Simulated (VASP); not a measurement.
Runs of VASP 6.6.1 on C4F. The structure is that of space group Pm-3m (No. 221), or close to it. The cells are those of the table. The cell was built from a structure type or drawn by symmetry, and may not be a known phase.

| task | spin | cell | k mesh | cutoff (eV) | gap on the mesh (eV) | pressure (GPa) | moment (μB) |
| --- | --- | --- | --- | --- | --- | --- | --- |
| single point | off | a = 3.731 Å, 5 atoms | 4 × 4 × 4 | 520 | none | -0.1 | - |
| single point | off | a = 3.997 Å, 5 atoms | 4 × 4 × 4 | 520 | none | -12.9 | - |
| single point | off | a = 3.730 Å, 5 atoms | 10 × 10 × 10 | 520 | none | -0.1 | - |
| relaxation of cell and atoms | off | relaxed from a = 3.731 Å, 5 atoms | 6 × 6 × 6 | 600 | none | -0.4 | - |
| relaxation of cell and atoms | off | relaxed from a = 3.731 Å, 5 atoms | 10 × 10 × 10 | 600 | none | 0.1 | - |
| single point | collinear | a = 3.997 Å, 5 atoms | 4 × 4 × 4 | 520 | none | -12.8 | (a) |
| single point | off | a = 3.731 Å, 5 atoms | 6 × 6 × 6 | 520 | none | -0.3 | - |
| single point | collinear | a = 3.731 Å, 5 atoms | 6 × 6 × 6 | 520 | none | -0.3 | 0.00 |

Alike in all rows: level PBE+D3(BJ); potentials or basis VASP PAW PBE potentials, release 64 (C, F); smearing gaussian 0.1 eV.

Task: Estimate the missing entries.

Result: (a) 0.32.

Caveats: some runs use coarse meshes; an odd number of electrons without spin polarisation forces a metal (at least some runs); a magnetic or distorted state may lie lower (at least some runs); the relaxation stopped at its first step, so nothing moved (at least some runs).

A gap of «none» marks levels without a gap at the run's occupations.
